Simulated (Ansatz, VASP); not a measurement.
## Pt in VASP and in Ansatz

The input INCAR:

```
SYSTEM = Pt
ALGO = Fast
EDIFF = 1E-7
ENCUT = 520
GGA = PS
ISIF = 2
ISMEAR = 0
LASPH = .TRUE.
LCHARG = .FALSE.
LREAL = .FALSE.
LWAVE = .FALSE.
NBANDS = 11
NELM = 100
PREC = Accurate
SIGMA = 0.15
```

KPOINTS

```
k-points
0
G
  22 22 22
  0 0 0
```

Contents of POSCAR:

```
Pt
1.0
   -1.5762989000      1.5842200000      1.5842200000
    1.5762989000     -1.5842200000      1.5842200000
    1.5762989000      1.5842200000     -1.5842200000
Pt
1
Direct
    0.0000000000      0.0000000000      0.0000000000
```

Input for Ansatz:

```yaml
crystal:
  lattice:
    - [-1.5762989, 1.58422, 1.58422]
    - [1.5762989, -1.58422, 1.58422]
    - [1.5762989, 1.58422, -1.58422]
  atoms:
    - { symbol: Pt, position: [0.0, 0.0, 0.0] }
basis:
  ecutwfc: 420
kpoints:
  mp_grid: { grid: [22, 22, 22] }
hamiltonian:
  xc: pbesol
scf:
  occupations: { method: gaussian, width: 0.15 }
output:
  forces: true
  stress: true
  eigenvalues: true
```

Change from the starting cell: strain -0.0050 x Voigt [1, 0, 0, 0, 0, 0], atoms carried along.

Alike in both runs: task single point; functional PBEsol; k mesh 22 × 22 × 22; occupations gaussian, width 0.15 eV; no spin polarisation.

```csv
,VASP,Ansatz
version,VASP 6.6.1,Ansatz 0.2.0
potentials or method,"VASP PAW PBE potentials, release 64 (Pt), cutoff 520 eV","scalar-relativistic, plane waves, PAW"
valence electrons in the cell,10,18
```

|  | VASP | Ansatz | Ansatz less VASP |
| --- | --- | --- | --- |
| gap on the k mesh at the Fermi level (eV) | none | none | - |
| pressure (GPa) | -10.2 | -9.8 | +0.34 |
| traceless stress, the component that is largest in VASP (GPa) | -0.34 | -0.34 | 0.000 |

VASP's potentials were made for PBE, not for PBEsol. A gap of «none» marks a metal or a gap that the smearing closes. The functional is the same, so the differences come from potentials, cutoffs and numerics. VASP's potentials hold 10 valence electrons a cell and Ansatz's 18, so a difference there can come from the potentials and not from the codes.

Spin-orbit coupling is off throughout.
